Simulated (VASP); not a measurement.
# HgTe (I-4m2) in VASP: single point with HSE06

Aim: the single point of HgTe with HSE06.

Program: VASP 6.6.1. These are calculated values, not measurements. Logs are shortened: lines on timing, memory, paths and dates and some standing lists are left out, and cuts for length are marked.

## Step 1: The cell of the first run

Symmetry: I-4m2, No. 119, tetragonal system. Conventional cell: a = 4.791 Å, b = 4.791 Å, c = 6.281 Å, α = 90.00°, β = 90.00°, γ = 90.00°. Hg (site symmetry -4m2) has 4 Te at 2.86 Å within 3.8 Å. Te (site symmetry -4m2) has 4 Hg at 2.86 Å within 3.8 Å.

## Step 2: Single point, HSE06 (epitaxial xy strain +3.0%)

POSCAR reads:

```
HgTe
1.0
    0.0000000000      3.3878326235      3.1407053158
    3.3878326235      0.0000000000      3.1407053158
    3.3878326235      3.3878326235      0.0000000000
Hg Te
1 1
Direct
    0.0000000000      0.0000000000      0.0000000000
    0.2500000000      0.2500000000      0.2500000000
```

INCAR.step1 reads:

```
PREC     = Accurate       # precision mode
ENCUT    = 520            # plane-wave cutoff, eV
EDIFF    = 1E-5           # SCF threshold, eV
ISMEAR   = -1             # smearing method
SIGMA    = 0.02           # smearing width, eV
LREAL    = False          # projectors in reciprocal space
LASPH    = True           # aspherical terms in the spheres
NELM     = 80             # most SCF steps
ALGO     = Normal         # electronic algorithm
ISIF     = 2              # what is computed and relaxed
LWAVE    = True           # write WAVECAR
NBANDS   = 16             # bands
GGA      = PE             # functional
```

INCAR.step2 reads:

```
PREC     = Accurate       # precision mode
ENCUT    = 520            # plane-wave cutoff, eV
EDIFF    = 1E-6           # SCF threshold, eV
ISMEAR   = -1             # smearing method
SIGMA    = 0.02           # smearing width, eV
LREAL    = False          # projectors in reciprocal space
LASPH    = True           # aspherical terms in the spheres
NELM     = 80             # most SCF steps
ALGO     = Normal         # electronic algorithm
ISIF     = 2              # what is computed and relaxed
LWAVE    = False          # write WAVECAR
LCHARG   = True           # write CHGCAR
GGA      = PE             # functional
LHFCALC  = True           # exact exchange
HFSCREEN = 0.2079         # screening, 1/A
PRECFOCK = Normal       
LELF     = True           # ELF
LVHAR    = True         
NBANDS   = 16             # bands
ISTART   = 1
```

KPOINTS reads:

```
regular mesh
0
Gamma
  4 4 4
```

Potentials or basis: VASP PAW PBE potentials, release 64 (Hg, Te).

Run with:

```console
cat potpaw_PBE.64/Hg/POTCAR potpaw_PBE.64/Te/POTCAR > POTCAR
cp INCAR.step1 INCAR
mpirun -np 1 vasp_std > vasp.out
cp INCAR.step2 INCAR
mpirun -np 1 vasp_std > vasp.out
```

OUTCAR:

```text
PREC = Accurate
   ENCUT = 520
   EDIFF = 1E-6
   ISMEAR = -1
   LREAL = False
   LASPH = True
   NELM = 80
   ISIF = 2
   GGA = PE
   LHFCALC = True
   HFSCREEN = 0.2079
   PRECFOCK = Normal
   ISTART = 1

 ion  position               nearest neighbor table
   1  0.000  0.000  0.000-   2 2.86   2 2.86   2 2.86   2 2.86
   2  0.250  0.250  0.250-   1 2.86   1 2.86   1 2.86   1 2.86

  LATTYP: Found a body centered tetragonal cell.
 ALAT       =     4.7911188432
 C/A-ratio  =     1.3110529789

  Lattice vectors:

 A1 = (   0.0000000000,  -3.3878326235,  -3.1407053158)
 A2 = (   0.0000000000,   3.3878326235,  -3.1407053158)
 A3 = (   3.3878326235,   0.0000000000,   3.1407053158)

Analysis of symmetry for initial positions (statically):
=====================================================================
 Subroutine PRICEL returns:
 Original cell was already a primitive cell.

 Routine SETGRP: Setting up the symmetry group for a
 body centered tetragonal supercell.

 Subroutine GETGRP returns: Found  8 space group operations
 (whereof  8 operations were pure point group operations)
 out of a pool of 16 trial point group operations.

The static configuration has the point symmetry D_2d.

Analysis of symmetry for dynamics (positions and initial velocities):
=====================================================================
 Subroutine PRICEL returns:
 Original cell was already a primitive cell.

 Routine SETGRP: Setting up the symmetry group for a
 body centered tetragonal supercell.

 Subroutine GETGRP returns: Found  8 space group operations
 (whereof  8 operations were pure point group operations)
 out of a pool of 16 trial point group operations.

The dynamic configuration has the point symmetry D_2d.

 Subroutine INISYM returns: Found  8 space group operations
 (whereof  8 operations are pure point group operations),
 and found     1 'primitive' translations

----------------------------------------------------------------------------------------

                                     Primitive cell

  volume of cell :      72.0943

  direct lattice vectors                    reciprocal lattice vectors
     0.000000000  3.387832624  3.140705316    -0.147586984  0.147586984  0.159199909
     3.387832624  0.000000000  3.140705316     0.147586984 -0.147586984  0.159199909
[... 78 lines left out ...]
   NFREE  =      0    steps in history (QN), initial steepest desc. (CG)
   ISIF   =      2    stress and relaxation
   ISYM   =      3    0-nonsym 1-usesym 2-fastsym
   POTIM  = 0.5000    time-step for ionic-motion
   TEBEG  =    0.0;   TEEND  =   0.0 temperature during run
   PSTRESS=    0.0 pullay stress
   NELECT =      18.0000    total number of electrons
   NUPDOWN=      -1.0000    fix difference up-down
   EMIN   =  10.00;   EMAX   =-10.00  energy-range for DOS
   EFERMI =   0.00;   METHOD = LEGACY
   ISMEAR =    -1;   SIGMA  =   0.02  broadening in eV -4-tet -1-fermi 0-gaus
   EFERMI_NEDOS =   21; number of points for ismear=-14 and -15
   IALGO  =     38    algorithm
   IMIX   =      1    mixing-type and parameters
     AMIX     =   0.40;   BMIX     =  1.00
     AMIX_MAG =   1.60;   BMIX_MAG =  1.00
  volume/ion in A,a.u.               =      36.05       243.26
  Fermi-wavevector in a.u.,A,eV,Ry     =   1.030858  1.948038 14.458465  1.062667
  Thomas-Fermi vector in A             =   2.164977
   LORBIT       =      0    0 simple, 1 ext, 2 COOP (PROOUT), +10 PAW based schemes
   GGA     = PE    functional components
   LHFCALC =     T    Hartree Fock is set to
   PRECFOCK=normal    Normal, Fast or Accurate (Low or Medium for compatibility)
   ENCUT4O =  -1.0   cutoff for four orbital integrals eV
   NKREDX  =     1    reduce k-point grid by
   NKREDY  =     1    reduce k-point grid by
   NKREDZ  =     1    reduce k-point grid by
   AEXX    =    0.2500 exact exchange contribution
   HFSCREEN=    0.2079 screening length (either q_TF or 0.3 A-1)
   HFSCREENC=   0.2079 screening length for correlation (either q_TF or 0.3 A-1)
   ENCUTFOCK=  -1.0 apply spherical cutoff to Coloumb kernel
   IVDW    =     0    specifies the selected vdW correction
   LEPSILON=     F    determine dielectric tensor
   LRPA    =     F    only Hartree local field effects (RPA)
 non-spin polarized calculation
  energy-cutoff  :      520.00
  volume of cell :       72.09
 maximum number of plane-waves:      1952
 NGX is ok and might be reduce to    36
  NGX = 28; NGY = 28; NGZ = 28

 number of electron      17.9999999 magnetization

 Free energy of the ion-electron system (eV)
  ---------------------------------------------------
  ext. energy  EPLUGINS =         0.00000000
  ---------------------------------------------------
  free energy    TOTEN  =        -4.65708495 eV

  energy without entropy =       -4.65706811  energy(sigma->0) =       -4.65707653

 E-fermi :   2.0226     XC(G=0):  -7.0581

 val. band max:        1.8818115811   @ k =   0.0000   0.0000   0.0000
 cond. band min:       2.1495295002   @ k =   0.0000   0.0000   0.0000
 fundamental gap:      0.2677179191
 Fermi energy:         2.0226100420

 k-point     1 :       0.0000    0.0000    0.0000
  band No.  band energies     occupation
      1     -10.5508      2.00000
      2      -6.1142      2.00000
      3      -6.1142      2.00000
      4      -6.1036      2.00000
      5      -5.6807      2.00000
      6      -5.6423      2.00000
[... 224 lines left out ...]
      3      -5.8496      2.00000
      4      -5.7128      2.00000
      5      -5.6550      2.00000
      6      -5.1076      2.00000
[... 8 lines left out ...]
     15      13.3056      0.00000
     16      13.3444      0.00000

------------------------ aborting loop because EDIFF is reached ----------------------------------------

  FORCE on cell =-STRESS in cart. coord.  units (eV):
  Direction    XX          YY          ZZ          XY          YZ          ZX
  --------------------------------------------------------------------------------------
  -------------------------------------------------------------------------------------
  Total       -0.3937172     -0.3937172      0.0821879      0.0000000     -0.0000000      0.0000000
  in kB       -8.7497137     -8.7497137      1.8264901      0.0000000     -0.0000000      0.0000000
  external PRESSURE =      -5.2243124 kB  Pullay stress =       0.0000000 kB

 VOLUME and BASIS-vectors are now :
 -----------------------------------------------------------------------------
  energy-cutoff  :      520.00
  volume of cell :       72.09
      direct lattice vectors                 reciprocal lattice vectors
     0.000000000  3.387832624  3.140705316    -0.147586984  0.147586984  0.159199909
     3.387832624  0.000000000  3.140705316     0.147586984 -0.147586984  0.159199909
     3.387832624  3.387832624  0.000000000     0.147586984  0.147586984 -0.159199909

 POSITION                                       TOTAL-FORCE (eV/Angst)
 -----------------------------------------------------------------------------------
      0.00000      0.00000      0.00000         0.000000      0.000000      0.000000
      1.69392      1.69392      1.57035        -0.000000     -0.000000     -0.000000
 -----------------------------------------------------------------------------------
    total drift:                               -0.000000     -0.000000     -0.000032

  FREE ENERGIE OF THE ION-ELECTRON SYSTEM (eV)
  ---------------------------------------------------
  free  energy   TOTEN  =        -4.6570849459 eV

  energy  without entropy=       -4.6570681089  energy(sigma->0) =       -4.65707653
```

OUTCAR.step1:

```text
PREC = Accurate
   ENCUT = 520
   EDIFF = 1E-5
   ISMEAR = -1
   LREAL = False
[... 456 lines left out ...]
      0.00000      0.00000      0.00000         0.000000      0.000000     -0.000000
      1.69392      1.69392      1.57035        -0.000000     -0.000000      0.000000
 -----------------------------------------------------------------------------------
    total drift:                               -0.000000     -0.000000      0.000000

  FREE ENERGIE OF THE ION-ELECTRON SYSTEM (eV)
  ---------------------------------------------------
  free  energy   TOTEN  =        -3.5585757700 eV

  energy  without entropy=       -3.5585051478  energy(sigma->0) =       -3.55854046
```

Wall time 14 min (1 thread of Intel Xeon Platinum 8488C (Sapphire Rapids), shared host); peak memory 0.33 GiB.

What came out:

```
Free energy            : -4.6571 eV
Pressure               : -0.5 GPa
Band gap on the k mesh : 0.27 eV
```

Levels at points of the mesh, in eV from the valence-band top:
```
           k point  band 5  band 6  band 7  band 8  band 9  band 10  band 11  band 12  band 13  band 14
(0.00, 0.00, 0.00)   -7.56   -7.52   -0.21    0.00    0.00     0.27     5.23     5.24     5.24     7.49
(0.50, 0.00, 0.00)   -7.52   -7.23   -5.32   -1.01   -0.68     1.41     5.78     6.23     7.81     8.79
(0.50, 0.50, 0.00)   -7.49   -7.01   -5.11   -2.26   -2.26     2.33     3.17     9.38     9.83     9.83
(0.50, 0.00, 0.50)   -7.50   -7.14   -5.47   -2.03   -1.86     2.89     3.44     8.89     9.49     9.86
```

Caveat: the cell differs from its parent crystal (epitaxial xy strain +3.0%); the PAW data sets were made with another functional, which shifts forces and pressure a little; spin-orbit coupling is left out, which moves the levels of the heavy elements.
